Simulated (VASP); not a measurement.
Input of a VASP 6.6.1 run:

Contents of INCAR:

```
SYSTEM = InP
  PREC = Accurate
  ENCUT = 520
  EDIFF = 1E-7
  ISMEAR = 0
  SIGMA = 0.15
  LREAL = .FALSE.
  LASPH = .TRUE.
  NELM = 80
  ALGO = Normal
  ISIF = 2
  LWAVE = .FALSE.
  LCHARG = .TRUE.
  GGA = PE
  LELF = .TRUE.
  LVHAR = .TRUE.
  NBANDS = 16
```

KPOINTS

```
Automatic mesh
0
G
  18 18 18
  0 0 0
```

The input POSCAR:

```
InP
1.0
    0.0000000000      2.6870556022      2.8117128208
    2.6870556022      0.0000000000      2.8117128208
    2.6870556022      2.6870556022      0.0000000000
In P
1 1
Direct
    0.0000000000      0.0000000000      0.0000000000
    0.5000000000      0.5000000000      0.5000000000
```

Potentials or basis: VASP PAW PBE potentials, release 64 (In_d, P).

Run with:

```console
$ cat potpaw_PBE.64/In_d/POTCAR potpaw_PBE.64/P/POTCAR > POTCAR
$ mpirun -np 1 vasp_std > vasp.out
```

(1) What does it give for the band gap on the k mesh?

(2) Estimate the pressure.

Answers

(1) zero (band 9 reaches 8.00 eV, above the bottom of band 10 at 5.32 eV).

(2) 4.1 GPa.

Caveat: the cell differs from its parent crystal (strain -0.030 along x and y, +0.015 along z); spin-orbit coupling is left out, which moves the levels of the heavy elements.
